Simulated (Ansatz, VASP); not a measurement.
# One calculation of Sn3SbSe, two programs

```
Sn Sb Se
1.0
     5.70158    0.00000    0.00000
     0.00000    5.70158    0.00000
     0.00000    0.00000    5.70158
Sn Sb Se
3 1 1
Direct
  0.00000 0.50000 0.50000
  0.50000 0.00000 0.50000
  0.50000 0.50000 0.00000
  0.50000 0.50000 0.50000
  0.00000 0.00000 0.00000
```

Change from the starting cell: species swapped into the KCdF3 type (Pm-3m, No. 221).

Alike in both runs: functional PBE; k mesh 4 × 4 × 4; occupations gaussian, width 0.1 eV; no spin polarisation.

Ansatz relaxed the structure, and its values are those at the end. VASP's run is a single point on that final structure, the one shown.

```csv
,VASP,Ansatz
version,VASP 6.6.1,Ansatz 0.2.0
potentials or method,"VASP PAW PBE potentials, release 64 (Sn_d, Sb, Se), cutoff 520 eV","scalar-relativistic, plane waves, PAW"
valence electrons in the cell,53,73
```

```csv
,VASP,Ansatz,Ansatz less VASP
gap on the k mesh at the Fermi level (eV),none,none,-
pressure (GPa),0.1,0.1,+0.01
```

A gap of «none» marks a metal or a gap that the smearing closes. With one functional, cell and mesh, what is left measures potentials, basis and numerics. VASP's potentials hold 53 valence electrons a cell and Ansatz's 73, so a difference there can come from the potentials and not from the codes.

Neither program's run includes spin-orbit coupling.
